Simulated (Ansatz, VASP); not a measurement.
**MoP: VASP beside Ansatz**

```xyz
2
Lattice="3.2351 0.0000 0.0000 -1.6176 2.8017 0.0000 0.0000 0.0000 3.1814" Properties=species:S:1:pos:R:3 pbc="T T T"
Mo    0.0000    0.0000    0.0000
P     0.0000    1.8678    1.5907
```

Alike in both runs: functional r2SCAN; k mesh 15 × 15 × 14; occupations gaussian, width 0.1 eV; no spin polarisation.

Ansatz relaxed the structure, and its values are those at the end. VASP's run is a single point on that final structure, the one shown.

|  | VASP | Ansatz |
| --- | --- | --- |
| version | VASP 6.6.1 | Ansatz 0.2.0 |
| potentials or method | VASP PAW PBE potentials, release 64 (Mo_sv, P), cutoff 550 eV | scalar-relativistic, plane waves, PAW |
| valence electrons in the cell | 19 | 19 |

|  | VASP | Ansatz | Ansatz less VASP |
| --- | --- | --- | --- |
| gap on the k mesh at the Fermi level (eV) | none | none | - |
| pressure (GPa) | 0.3 | 0.0 | -0.26 |

VASP's potentials were made for PBE, not for r2SCAN. A gap of «none» marks a metal or a gap that the smearing closes.
